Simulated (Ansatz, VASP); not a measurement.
# One calculation of As, two programs

```
As
1.0
     1.81275   -5.46309    0.00000
     1.81275    5.46309    0.00000
     0.00000    0.00000    4.44000
As
4
Direct
  0.39000 0.61000 0.56000
  0.89000 0.11000 0.94000
  0.61000 0.39000 0.44000
  0.11000 0.89000 0.06000
```

Alike in both runs: task single point; functional PBE; k mesh 8 × 8 × 6; occupations fermi-dirac, width 0.05 eV; no spin polarisation.

```csv
,VASP,Ansatz
version,VASP 6.6.1,Ansatz 0.2.0
potentials or method,"VASP PAW PBE potentials, release 64 (As)",Ansatz PAW
plane-wave cutoff (eV),520,420
valence electrons in the cell,20,60
```

```csv
,VASP,Ansatz,Ansatz less VASP
gap on the k mesh at the Fermi level (eV),0.03,0.04,+0.012
least direct gap on the mesh (eV),0.10,0.11,+0.010
pressure (GPa),5.0,4.6,-0.38
"traceless stress, the component that is largest in VASP (GPa)",1.04,1.08,+0.034
rms of the force components (eV/Å),0.185,0.149,-0.0368
```

Atom by atom the forces differ by 0.041 eV/Å (rms over components). VASP's potentials hold 20 valence electrons a cell and Ansatz's 60, so a difference there can come from the potentials and not from the codes.
